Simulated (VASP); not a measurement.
# In3Pd5 in VASP: single point with PBE

Aim: the single point of In3Pd5 with PBE.

Program: VASP 6.6.1. These are calculated values, not measurements. Logs are shortened: lines on timing, memory, paths and dates and some standing lists are left out, and cuts for length are marked.

## 1. The cell of the first run

The cell holds a disordered packing, 16 atoms: a = 6.665 Å, b = 6.336 Å, c = 6.771 Å, α = 97.02°, β = 97.27°, γ = 78.85°.

## 2. Single point, PBE

Contents of INCAR:

```
SYSTEM = In3Pd5
PREC = Accurate
ENCUT = 520
EDIFF = 1E-6
ISMEAR = -1
SIGMA = 0.1
LREAL = Auto
LASPH = .True.
NELM = 80
ALGO = Normal
ISIF = 2
LWAVE = .False.
LCHARG = .False.
GGA = PE
NBANDS = 103
```

Contents of KPOINTS:

```
Automatic mesh
0
Gamma
  3 3 3
  0.5 0.5 0
```

Contents of POSCAR:

```
In3Pd5
1.0
    6.6582020000      0.0480780000     -0.3021270000
    1.1876820000      6.2221890000      0.1398230000
   -0.5480700000     -0.8885560000      6.6897370000
Pd In
10 6
Direct
    0.5480460000      0.2678070000      0.4178540000
    0.8407390000      0.7412180000      0.9540210000
    0.5399160000      0.0225960000      0.0857620000
    0.7693000000      0.3283320000      0.1554900000
    0.1675850000      0.2292530000      0.7626470000
    0.2185900000      0.8097870000      0.8782770000
    0.2550770000      0.5203930000      0.5803310000
    0.5392150000      0.8294280000      0.6940420000
    0.5330100000      0.5156920000      0.8846990000
    0.8313690000      0.4414700000      0.6089780000
    0.9172380000      0.8046100000      0.6034960000
    0.0639360000      0.5522550000      0.2344440000
    0.2959900000      0.0136500000      0.4381470000
    0.9244270000      0.9661480000      0.2887060000
    0.1478640000      0.1531800000      0.1101960000
    0.7363400000      0.1452300000      0.7906320000
```

Potentials or basis: VASP PAW PBE potentials, release 64 (Pd, In_d).

Command:

```bash
cat potpaw_PBE.64/Pd/POTCAR potpaw_PBE.64/In_d/POTCAR > POTCAR
mpirun -np 1 vasp_std > vasp.out
```

OUTCAR:

```text
SYSTEM = In3Pd5
   PREC = Accurate
   ENCUT = 520
   EDIFF = 1E-6
   ISMEAR = -1
   LREAL = Auto
   LASPH = .True.
   NELM = 80
   ISIF = 2
   GGA = PE

 ion  position               nearest neighbor table
   1  0.548  0.268  0.418-  10 2.51   7 2.55   4 2.55  13 2.57   3 2.57  16 2.80  14 3.00  15 3.31
                             9 3.36  12 3.53  11 3.68
   2  0.841  0.741  0.954-   8 2.52  12 2.53  11 2.58  14 2.58   3 2.58   9 2.68   6 2.76  10 2.83
                            16 2.84   4 3.23  15 3.60
   3  0.540  0.023  0.086-   1 2.57   2 2.58  15 2.60   4 2.66  14 2.73   8 2.78  16 2.78   6 2.88
                            13 3.06   5 3.28   9 3.34
   4  0.769  0.328  0.155-   9 2.52  14 2.55   1 2.55  15 2.59  16 2.60  12 2.60   3 2.66  10 3.06
                             2 3.23
   5  0.168  0.229  0.763-  15 2.48   7 2.53  10 2.55  13 2.59   6 2.81  16 3.06   8 3.22   3 3.28
                             9 3.28  11 3.43  12 3.64  16 3.71
   6  0.219  0.810  0.878-   9 2.52  15 2.53   7 2.56  11 2.56   8 2.64   2 2.76   5 2.81   3 2.88
                            12 3.43  16 3.52  13 3.52  14 3.54
   7  0.255  0.520  0.580-  12 2.53   5 2.53   1 2.55   6 2.56   9 2.59  11 2.61   8 2.95  10 3.00
                            13 3.21  13 3.45
   8  0.539  0.829  0.694-  13 2.46   9 2.51   2 2.52  16 2.58   6 2.64  11 2.64   3 2.78  10 2.87
                             7 2.95   5 3.22
   9  0.533  0.516  0.885-   8 2.51   4 2.52   6 2.52  16 2.52   7 2.59   2 2.68  10 2.83   5 3.28
                             3 3.34   1 3.36
  10  0.831  0.441  0.609-  11 2.48   1 2.51   5 2.55  16 2.58   2 2.83   9 2.83   8 2.87   7 3.00
                             4 3.06  12 3.34  14 3.49
  11  0.917  0.805  0.603-  10 2.48  14 2.48  16 2.54   6 2.56   2 2.58   7 2.61   8 2.64  12 2.97
                            13 3.43   5 3.43   1 3.68
  12  0.064  0.552  0.234-   2 2.53   7 2.53  15 2.54   4 2.60  14 2.60  11 2.97  10 3.34   6 3.43
                             1 3.53  13 3.61   5 3.64  13 3.81
  13  0.296  0.014  0.438-   8 2.46  15 2.50   1 2.57   5 2.59  14 2.61   3 3.06   7 3.21  11 3.43
                             7 3.45   6 3.52  12 3.61  16 3.70  12 3.81
  14  0.924  0.966  0.289-  11 2.48   4 2.55  15 2.56   2 2.58  12 2.60  13 2.61   3 2.73   1 3.00
                            10 3.49   6 3.54  16 3.68  16 3.74
  15  0.148  0.153  0.110-   5 2.48  13 2.50   6 2.53  12 2.54  14 2.56   4 2.59   3 2.60  16 3.28
                             1 3.31   2 3.60
  16  0.736  0.145  0.791-   9 2.52  11 2.54   8 2.58  10 2.58   4 2.60   3 2.78   1 2.80   2 2.84
                             5 3.06  15 3.28   6 3.52  14 3.68  13 3.70   5 3.71  14 3.74

  LATTYP: Found a triclinic cell.
 ALAT       =     6.6652266346
 B/A-ratio  =     1.2393944234
 C/A-ratio  =     1.0158256985
 COS(alpha) =     0.0083800991
 COS(beta)  =     0.1265952871
 COS(gamma) =     0.6585588160

  Lattice vectors:
[... 158 lines left out ...]
   PSTRESS=    0.0 pullay stress
   NELECT =     178.0000    total number of electrons
   NUPDOWN=      -1.0000    fix difference up-down
   EMIN   =  10.00;   EMAX   =-10.00  energy-range for DOS
   EFERMI =   0.00;   METHOD = LEGACY
   ISMEAR =    -1;   SIGMA  =   0.10  broadening in eV -4-tet -1-fermi 0-gaus
   EFERMI_NEDOS =   21; number of points for ismear=-14 and -15
   IALGO  =     38    algorithm
   IMIX   =      4    mixing-type and parameters
     AMIX     =   0.40;   BMIX     =  1.00
     AMIX_MAG =   1.60;   BMIX_MAG =  1.00
  volume/ion in A,a.u.               =      17.30       116.78
  Fermi-wavevector in a.u.,A,eV,Ry     =   1.412926  2.670043 27.162135  1.996361
  Thomas-Fermi vector in A             =   2.534625
   LORBIT       =      0    0 simple, 1 ext, 2 COOP (PROOUT), +10 PAW based schemes
   GGA     = PE    functional components
   LHFCALC =     F    Hartree Fock is set to
   AEXX    =    0.0000 exact exchange contribution
   IVDW    =     0    specifies the selected vdW correction
   LEPSILON=     F    determine dielectric tensor
   LRPA    =     F    only Hartree local field effects (RPA)
 non-spin polarized calculation
  energy-cutoff  :      520.00
  volume of cell :      276.88
 maximum number of plane-waves:      7470
 NGX is ok and might be reduce to    50
   NGX = 25   NGY = 23   NGZ = 25

 number of electron     178.0000022 magnetization

 Free energy of the ion-electron system (eV)
  ---------------------------------------------------
  ext. energy  EPLUGINS =         0.00000000
  ---------------------------------------------------
  free energy    TOTEN  =       -61.41952142 eV

  energy without entropy =      -61.15695968  energy(sigma->0) =      -61.28824055

 E-fermi :   9.7445     XC(G=0): -12.0568

 val. band max:        9.7413289439   @ k =   0.1667   0.5000   0.3333
 cond. band min:       9.7635662014   @ k =   0.1667  -0.1667   0.3333
 fundamental gap:      0.0222372575
 Fermi energy:         9.7444697897

 k-point     1 :       0.1667    0.1667    0.0000
  band No.  band energies     occupation
      1      -6.2556      2.00000
      2      -6.1992      2.00000
      3      -5.9911      2.00000
      4      -5.8424      2.00000
      5      -5.7656      2.00000
      6      -5.7425      2.00000
[... 1445 lines left out ...]
    100      13.7749      0.00000
    101      14.1767      0.00000
 [bands above 101 left out]

------------------------ aborting loop because EDIFF is reached ----------------------------------------

  FORCE on cell =-STRESS in cart. coord.  units (eV):
  Direction    XX          YY          ZZ          XY          YZ          ZX
  --------------------------------------------------------------------------------------
  -------------------------------------------------------------------------------------
  Total       43.6518982     55.8703831     55.9315797     -3.6672525     -4.9728911      2.4808751
  in kB      252.5967149    323.3003789    323.6544999    -21.2209769    -28.7762043     14.3558681
  external PRESSURE =     299.8505312 kB  Pullay stress =       0.0000000 kB

 VOLUME and BASIS-vectors are now :
 -----------------------------------------------------------------------------
  energy-cutoff  :      520.00
  volume of cell :      276.88
      direct lattice vectors                 reciprocal lattice vectors
     6.658202000  0.048078000 -0.302127000     0.150785842 -0.028972897  0.008505141
     1.187682000  6.222189000  0.139823000    -0.000192044  0.160273774  0.021272431
    -0.548070000 -0.888556000  6.689737000     0.006813919 -0.004658398  0.149422206

 POSITION                                       TOTAL-FORCE (eV/Angst)
 -----------------------------------------------------------------------------------
      3.73806      1.32141      2.66720        -0.511555     -0.166029      0.448924
      5.95527      3.80472      6.23178         0.855625     -1.553482      0.193233
      3.57470      0.09035      0.41376        -1.216793     -0.344829     -0.619616
      5.42689      1.94177      0.85367         0.226789      1.560493      0.767079
      0.97011      0.75686      5.08333         0.667457     -0.566903      0.216690
      1.93583      4.26876      5.92263        -0.405871      0.173103      1.214298
[... 8 lines left out ...]
      1.10604      0.86231      0.71393         1.349028      0.659102     -2.395730
      4.64187      0.23653      5.08696        -0.546281      1.148829      0.887927
 -----------------------------------------------------------------------------------
    total drift:                                0.005378      0.004733     -0.023924

  FREE ENERGIE OF THE ION-ELECTRON SYSTEM (eV)
  ---------------------------------------------------
  free  energy   TOTEN  =       -61.4195214158 eV

  energy  without entropy=      -61.1569596836  energy(sigma->0) =      -61.28824055
```

stdout:

```text
POSCAR found type information on POSCAR PdIn
 POSCAR found :  2 types and      16 ions
 scaLAPACK will be used
 LDA part: xc-table for (Slater+PW92), standard interpolation
 POSCAR, INCAR and KPOINTS ok, starting setup
 FFT: planning ... GRIDC
 FFT: planning ... GRID_SOFT
 FFT: planning ... GRID
 WAVECAR not read
 entering main loop
```

Wall time 18 min (1 thread of Intel Xeon 8259CL, shared host); peak memory 0.48 GiB.

What came out:

| Quantity | Value |
| --- | --- |
| Free energy | -61.4195 eV |
| Pressure | 30.0 GPa |
| Largest force | 3.471 eV/Å |
| Band gap on the k mesh | zero (bands 89 and 90 overlap by 0.25 eV) |

Forces on the atoms (eV/Å):
```
Pd  -0.512 -0.166  0.449
Pd   0.856 -1.553  0.193
Pd  -1.217 -0.345 -0.620
Pd   0.227  1.560  0.767
Pd   0.667 -0.567  0.217
Pd  -0.406  0.173  1.214
Pd   0.440  0.172 -0.792
Pd  -0.904  0.048 -1.114
Pd  -0.801 -0.673  0.774
Pd   0.238  0.348 -0.555
In   0.666 -1.223 -0.101
In   1.249  0.099 -0.049
In   1.715 -1.331  1.572
In  -3.021  1.649 -0.448
In   1.349  0.659 -2.396
In  -0.546  1.149  0.888
```

Stress tensor (GPa, compression positive):
```
25.26 -2.12  1.44
-2.12 32.33 -2.88
 1.44 -2.88 32.37
```

Caveat: spin-orbit coupling is left out, which moves the levels of the heavy elements.
